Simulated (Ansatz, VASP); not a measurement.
## CdS in VASP and in Ansatz

The input INCAR:

```
SYSTEM = CdS
  PREC = Accurate
  ENCUT = 520
  EDIFF = 1E-6
  ISMEAR = -1
  SIGMA = 0.05
  LREAL = .False.
  LASPH = .True.
  NELM = 80
  ALGO = Normal
  ISIF = 2
  LWAVE = .False.
  LCHARG = .False.
  GGA = PS
  NBANDS = 16
```

Contents of KPOINTS:

```
Automatic mesh
0
Gamma
  7 7 5
  0 0 0
```

File POSCAR:

```
CdS
1.0
    4.2893900763      0.0000000000      0.0000000000
   -2.1446950382      3.7147207728      0.0000000000
    0.0000000000      0.0000000000      5.8426122916
Cd S
1 1
Direct
    0.0000000000      0.0000000000      0.4426919200
    0.6666666667      0.3333333333      0.4343080800
```

The input input.yaml:

```yaml
crystal:
  lattice:
    - [4.2893900763, 0.0, 0.0]
    - [-2.1446950382, 3.7147207728, 0.0]
    - [0.0, 0.0, 5.8426122916]
  atoms:
    - { symbol: Cd, position: [0.0, 0.0, 0.44269192] }
    - { symbol: S, position: [0.6666666667, 0.3333333333, 0.43430808] }
kpoints:
  mp_grid: { grid: [7, 7, 5] }
scf:
  occupations: { method: fermi_dirac, width: 0.05 }
hamiltonian:
  xc: pbesol
  pseudopotentials: { kind: all_electron, lapw: { basis_error: 0.001 } }
output:
  forces: true
  stress: true
  eigenvalues: true
```

Change from the starting cell: volume scaled by 1.02.

Alike in both runs: task single point; functional PBEsol; k mesh 7 × 7 × 5; occupations fermi-dirac, width 0.05 eV; no spin polarisation.

|  | VASP | Ansatz |
| --- | --- | --- |
| version | VASP 6.6.1 | Ansatz 0.2.0 |
| potentials or method | VASP PAW PBE potentials, release 64 (Cd, S), cutoff 520 eV | all-electron LAPW, scalar-relativistic |

|  | VASP | Ansatz | Ansatz less VASP |
| --- | --- | --- | --- |
| gap on the k mesh at the Fermi level (eV) | 1.38 | 1.38 | -0.001 |
| least direct gap on the mesh (eV) | 1.39 | 1.38 | -0.001 |
| pressure (GPa) | -1.8 | -1.9 | -0.16 |
| traceless stress, the component that is largest in VASP (GPa) | 1.77 | 1.95 | +0.178 |
| rms of the force components (eV/Å) | 0.011 | 0.012 | +0.0015 |

VASP's potentials were made for PBE, not for PBEsol. Atom by atom the forces differ by 0.002 eV/Å (rms over components). Ansatz ran all-electron here, and VASP with PAW potentials.
